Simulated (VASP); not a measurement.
Set up this calculation in VASP 6.6.1, as the native input.

- Task: single point
- Functional: PBE
- Potentials or basis: VASP PAW PBE potentials, release 64 (Ir)
- Cutoff: 500 eV
- k mesh: 20 × 20 × 20
- Occupations: fermi-dirac, width 0.15 eV
- Spin: no spin polarisation
- Dipole correction: no
- Further INCAR settings: ALGO = Normal; EDIFF = 1e-06; NBANDS = 10

The structure of Ir lies in POSCAR:

```
Ir
1.0
    0.0000000000      1.9364043902      1.9364043902
    1.9364043902      0.0000000000      1.9364043902
    1.9364043902      1.9364043902      0.0000000000
Ir
1
Direct
    0.0000000000      0.0000000000      0.0000000000
```

One way to write it, as run:

INCAR

```
SYSTEM = Ir
PREC = Accurate ; ENCUT = 500
EDIFF = 1E-6 ; ISMEAR = -1
SIGMA = 0.15 ; LREAL = .False.
LASPH = .True. ; NELM = 120
ALGO = Normal ; ISIF = 2
LWAVE = .False. ; LCHARG = .False.
GGA = PE ; NBANDS = 10
GGA_COMPAT = .False.
```

KPOINTS

```
Automatic mesh
0
Gamma
  20 20 20
  0 0 0
```

Potentials or basis: VASP PAW PBE potentials, release 64 (Ir).

Command:

```console
$ cat potpaw_PBE.64/Ir/POTCAR > POTCAR
$ mpirun -np 1 vasp_std > vasp.out
```

Results of the run:

```json
{
  "Pressure": "0.5 GPa"
}
```

It took 15 s on 1 thread of Intel Xeon 6975P-C (shared host), peak memory 0.16 GiB.
